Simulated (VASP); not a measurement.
Write the native input for VASP 6.6.1 that does the following.

* Task: single point
* Functional: PBE
* Potentials or basis: VASP PAW PBE potentials, release 64 (Bi_d)
* Cutoff: 520 eV
* k mesh: 6 × 4 × 4
* Occupations: gaussian, width 0.2 eV
* Spin: no spin polarisation
* Dipole correction: no
* Further INCAR settings: ALGO = Fast; EDIFF = 1e-06; NBANDS = 70

The structure of Bi lies in POSCAR:

```
Bi
1.0
    2.2530994042     -3.9024826426      0.0000000000
   -6.7592982126     -3.9024826426      0.0000000000
    0.0000000000      0.0000000000     -9.5016786546
Bi
8
Direct
    0.0000000000      0.0000000000      0.1907827113
    0.5000000000      0.5000000000      0.1907827113
    0.0000000000      0.0000000000      0.8092172887
    0.5000000000      0.5000000000      0.8092172887
    0.5000000000      0.8333333333      0.3647338082
    1.0000000000      0.3333333333      0.3647338082
    1.0000000000      0.6666666667      0.6352661918
    0.5000000000      0.1666666667      0.6352661918
```

One way to write it, as run:

INCAR

```
SYSTEM = Bi
ALGO = Fast ; EDIFF = 1E-6
ENCUT = 520 ; GGA = PE
ISIF = 2 ; ISMEAR = 0
LASPH = .True. ; LCHARG = .False.
LREAL = .False. ; LWAVE = .False.
NBANDS = 70 ; NELM = 80
PREC = Accurate ; SIGMA = 0.2
```

KPOINTS

```
k-points
0
Gamma
  6 4 4
  0 0 0
```

Potentials or basis: VASP PAW PBE potentials, release 64 (Bi_d).

The run is started by

```sh
$ cat potpaw_PBE.64/Bi_d/POTCAR > POTCAR
$ mpirun -np 1 vasp_std > vasp.out
```

Results of the run:

- Pressure: -0.1 GPa
- Largest force: 0.022 eV/Å
- Band gap on the k mesh: zero (bands 60 and 61 overlap by 0.08 eV)

Caveat: spin-orbit coupling is left out, which moves the levels of the heavy elements.

Run time: 30 min on 1 thread of Oxide Virtual Turin-like Processor, on a shared host, peak memory 0.73 GiB.
